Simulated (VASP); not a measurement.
C: single point with LDA

C:

```
C
1.0
     2.57676    0.00000    0.00000
    -1.28838    2.23154    0.00000
     0.00000    0.00000    7.63927
C
8
Direct
  0.00000 0.00000 0.09001
  0.00000 0.00000 0.59001
  0.00000 0.00000 0.40999
  0.00000 0.00000 0.90999
  0.33333 0.66667 0.15782
  0.66667 0.33333 0.65782
  0.33333 0.66667 0.34218
  0.66667 0.33333 0.84218
```

This cell differs from its parent crystal: mode 21 frozen in at -0.024 Å, strain +e along z and -e/2 along x and y -0.0700.

| Item | Value |
| --- | --- |
| Program | VASP 6.6.1 |
| Task | single point |
| Functional | LDA |
| Potentials or basis | VASP PAW LDA potentials, release 64 (C) |
| Cutoff | 520 eV |
| k mesh | 12 × 12 × 4 |
| Occupations | gaussian, width 0.05 eV |
| Spin | no spin polarisation |

```yaml
Pressure: 16.2 GPa
Largest_force: 3.646 eV/Å
Band_gap_on_the_k_mesh: 2.77 eV, indirect (least direct gap 3.28 eV)
```

Forces on the atoms (eV/Å):
```
C    0.000  0.000  3.646
C    0.000  0.000  3.646
C    0.000  0.000 -3.646
C    0.000  0.000 -3.646
C    0.000  0.000 -3.199
C    0.000  0.000 -3.199
C    0.000  0.000  3.199
C    0.000  0.000  3.199
```

Stress tensor (GPa, compression positive):
```
-39.78   0.00   0.00
  0.00 -39.78   0.00
  0.00   0.00 128.02
```

Levels at points of the mesh, in eV from the valence-band top:
| k point | band 12 | band 13 | band 14 | band 15 | band 16 | band 17 | band 18 | band 19 | band 20 | band 21 |
| --- | --- | --- | --- | --- | --- | --- | --- | --- | --- | --- |
| (0.00, 0.00, 0.00) | -2.92 | -2.92 | -1.73 | 0.00 | 0.00 | 3.28 | 3.28 | 5.91 | 6.05 | 6.05 |
| (0.50, 0.00, 0.00) | -5.94 | -5.77 | -4.94 | -4.36 | -2.59 | 2.77 | 4.39 | 4.93 | 6.25 | 6.87 |
| (0.00, 0.00, 0.50) | -3.12 | -1.27 | -1.27 | -1.27 | -1.27 | 4.68 | 4.68 | 4.68 | 4.68 | 5.99 |
| (0.50, 0.00, 0.50) | -7.00 | -5.55 | -5.55 | -3.84 | -3.84 | 3.25 | 3.25 | 6.74 | 6.74 | 7.86 |

Run time: 33 s on 1 thread of AMD EPYC 9R45 96-Core Processor (Zen 5), on a shared host, peak memory 0.13 GiB.

Caveat: the cell differs from its parent crystal (mode 21 frozen in at -0.024 Å, strain +e along z and -e/2 along x and y -0.0700); forces of over 1 eV/Å act on the atoms, so gaps and moduli don't describe the material at rest. A k mesh can miss the band edges.
